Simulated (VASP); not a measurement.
A run of VASP 6.6.1:

INCAR

```
PREC     = Accurate       # precision mode
ENCUT    = 600            # plane-wave cutoff, eV
EDIFF    = 1E-7           # SCF threshold, eV
ISMEAR   = 0              # smearing method
SIGMA    = 0.1            # smearing width, eV
LREAL    = F              # projectors in reciprocal space
LASPH    = T              # aspherical terms in the spheres
NELM     = 100            # most SCF steps
ALGO     = Normal         # electronic algorithm
ISIF     = 3              # what is computed and relaxed
LWAVE    = F              # write WAVECAR
LCHARG   = F              # write CHGCAR
GGA      = PE             # functional
IBRION   = 2              # ionic algorithm
NSW      = 90             # ionic steps
EDIFFG   = -0.04          # ionic threshold
```

Contents of KPOINTS:

```
Automatic mesh
0
Gamma
  4 4 4
```

File POSCAR:

```
LiMg6
1.0
    4.7967684500      0.0000000000      0.0000000000
    0.0000000000      4.7967684500      0.0000000000
    0.0000000000      0.0000000000      4.7967684500
Li Mg
1 6
Direct
    0.0000000000      0.0000000000      0.0000000000
    0.5000000000      0.5000000000      0.2070000000
    0.5000000000      0.5000000000      0.7930000000
    0.2070000000      0.5000000000      0.5000000000
    0.7930000000      0.5000000000      0.5000000000
    0.5000000000      0.2070000000      0.5000000000
    0.5000000000      0.7930000000      0.5000000000
```

Potentials or basis: VASP PAW PBE potentials, release 64 (Li_sv, Mg).

Launch:

```sh
$ cat potpaw_PBE.64/Li_sv/POTCAR potpaw_PBE.64/Mg/POTCAR > POTCAR
$ mpirun -np 1 vasp_std > vasp.out
```

Hardware: 1 thread of Intel(R) Xeon(R) Platinum 8375C CPU @ 2.90GHz (Ice Lake), on a shared host.

How long does it take, and how much memory?

Wall time 3.5 min on 1 thread of Intel(R) Xeon(R) Platinum 8375C CPU @ 2.90GHz (Ice Lake), with other jobs on the host, peak memory 0.24 GiB. Counts: scf iterations 136, k points 10, ion steps 13.
